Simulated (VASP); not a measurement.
Crystal: BaTiO3.

```
CELL_PARAMETERS angstrom
2.82737 1.63238 2.31839
-2.82737 1.63238 2.31839
0.00000 -3.26476 2.31839
ATOMIC_POSITIONS crystal
Ba 0.00000 0.00000 0.00000
Ti 0.48450 0.48450 0.48450
O 0.50860 0.50860 0.01750
O 0.01750 0.50860 0.50860
O 0.50860 0.01750 0.50860
```

Base run:

| Quantity | Value |
| --- | --- |
| Program | VASP 6.6.1 |
| Functional | PBEsol |
| Potentials or basis | VASP PAW PBE potentials, release 64 (Ba_sv, Ti_sv, O) |
| Cutoff | 520 eV |
| k mesh | 6 × 6 × 6 |
| Occupations | gaussian, width 0.01 eV |
| Spin | no spin polarisation |
| Hubbard terms | Ti d U = 6.0 eV |

Its results: band gap on the k mesh 2.98 eV, indirect (least direct gap 3.39 eV); pressure 6.1 GPa; largest force 1.737 eV/Å.

Task: After a change of settings the same cell gave: band gap on the k mesh 2.48 eV, indirect (least direct gap 2.88 eV); pressure 1.9 GPa; largest force 0.532 eV/Å. Which change was it?
A. hubbard terms from Ti d U = 6.0 eV to Ti d U = 1.5 eV
B. hubbard terms from Ti d U = 6.0 eV to Ti d U = 4.5 eV
C. hubbard terms from Ti d U = 6.0 eV to none; further incar settings from ALGO = Normal; EDIFF = 1e-06; NBANDS = 28 to ALGO = Normal; EDIFF = 1e-07; NBANDS = 28

Result: A.

Caveats: the PAW data sets were made with another functional, which shifts forces and pressure a little; spin-orbit coupling is left out, which moves the levels of the heavy elements.
